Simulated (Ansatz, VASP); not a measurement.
# One calculation of C, two programs

```
C
1.0
     2.11737   -1.22247   -0.01180
     2.11737    1.22247   -0.01180
    -1.39206    0.00000    3.33569
C
2
Direct
  0.83339 0.83339 0.00018
  0.16661 0.16661 0.99982
```

Alike in both runs: functional LDA; k mesh 21 × 21 × 12; occupations fermi-dirac, width 0.1 eV; no spin polarisation.

Ansatz relaxed the structure, and its values are those at the end. VASP's run is a single point on that final structure, the one shown.

|  | VASP | Ansatz |
| --- | --- | --- |
| version | VASP 6.6.1 | Ansatz 0.2.0 |
| potentials or method | VASP PAW LDA potentials, release 64 (C), cutoff 520 eV | plane waves, PAW |
| valence electrons in the cell | 8 | 8 |

Ansatz gave:

| Item | Value |
| --- | --- |
| pressure (GPa) | 0.0 |

Task: What did VASP give for the same quantities?

Result: Pressure (GPa): 0.8.

LDA's correlation is that of Perdew and Zunger in VASP and of Perdew and Wang (1992) in Ansatz.
